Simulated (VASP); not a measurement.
Here is a VASP 6.6.1 calculation.

INCAR

```
PREC = Accurate
ENCUT = 700
EDIFF = 1E-6
ISMEAR = 1
SIGMA = 0.1
LREAL = F
LASPH = T
NELM = 120
ALGO = Normal
ISIF = 2
LWAVE = F
LCHARG = F
GGA = PS
NBANDS = 18
GGA_COMPAT = F
```

KPOINTS

```
regular mesh
0
Gamma
  10 10 10
```

POSCAR

```
AlCu
1.0
    2.9569971555      0.0000000000      0.0000000000
    0.0000000000      2.9569971555      0.0000000000
    0.0000000000      0.0000000000      2.9569971555
Al Cu
1 1
Direct
    0.0000000000      0.0000000000      0.0000000000
    0.5000000000      0.5000000000      0.5000000000
```

Potentials or basis: VASP PAW PBE potentials, release 64 (Al, Cu_sv_GW).

The run is started by

```console
$ cat potpaw_PBE.64/Al/POTCAR potpaw_PBE.64/Cu_sv_GW/POTCAR > POTCAR
$ mpirun -np 1 vasp_std > vasp.out
```

(1) Predict the band gap on the k mesh.

(2) Estimate the pressure.

Answers

(1) zero (band 11 reaches 13.38 eV, above the bottom of band 12 at 8.61 eV).

(2) -1.5 GPa.

Caveat: the PAW data sets were made with another functional, which shifts forces and pressure a little.
